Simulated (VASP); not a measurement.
Write the native input for VASP 6.6.1 that does the following.

| Item | Value |
| --- | --- |
| Task | electric field gradients |
| Functional | PBE |
| Potentials or basis | VASP PAW PBE potentials, release 64 (Yb) |
| Cutoff | 520 eV |
| k mesh | 13 × 13 × 13 |
| Occupations | fermi-dirac, width 0.05 eV |
| Spin | no spin polarisation |
| Dipole correction | no |
| Further INCAR settings | ALGO = Normal; EDIFF = 1e-08; NBANDS = 18 |

The structure of Yb lies in POSCAR:

```
Yb
1.0
   -0.0274310000      2.7293845000      2.7293845000
    2.7293845000     -0.0274310000      2.7293845000
    2.7293845000      2.7293845000     -0.0274310000
Yb
1
Direct
    0.0000000000      0.0000000000      0.0000000000
```

This cell differs from its parent crystal: equal xy, yz and zx shear strains of -1 %.

One way to write it, as run:

INCAR

```
SYSTEM = Yb
PREC = Accurate
ENCUT = 520
EDIFF = 1E-8
ISMEAR = -1
SIGMA = 0.05
LREAL = .False.
LASPH = .True.
NELM = 80
ALGO = Normal
ISIF = 2
LWAVE = .False.
LCHARG = .False.
GGA = PE
LEFG = .True.
NBANDS = 18
```

KPOINTS

```
regular mesh
0
Gamma
  13 13 13
  0 0 0
```

Potentials or basis: VASP PAW PBE potentials, release 64 (Yb).

Command:

```console
$ cat potpaw_PBE.64/Yb/POTCAR > POTCAR
$ mpirun -np 1 vasp_std > vasp.out
```

Results of the run:

```json
{
 "Pressure": "-2.5 GPa",
 "Band gap on the k mesh": "zero (band 12 reaches 1.19 eV, above the bottom of band 13 at 1.15 eV)"
}
```

Caveat: the cell differs from its parent crystal (equal xy, yz and zx shear strains of -1 %); without QUAD_EFG the Cq values of the log hold for a quadrupole moment of 1 mb, not for the nuclei; spin-orbit coupling is left out, which moves the levels of the heavy elements.

Wall time 7.3 min on 1 thread of Intel(R) Xeon(R) Platinum 8259CL CPU @ 2.50GHz (Skylake/Cascade Lake) (shared host), peak memory 0.32 GiB.
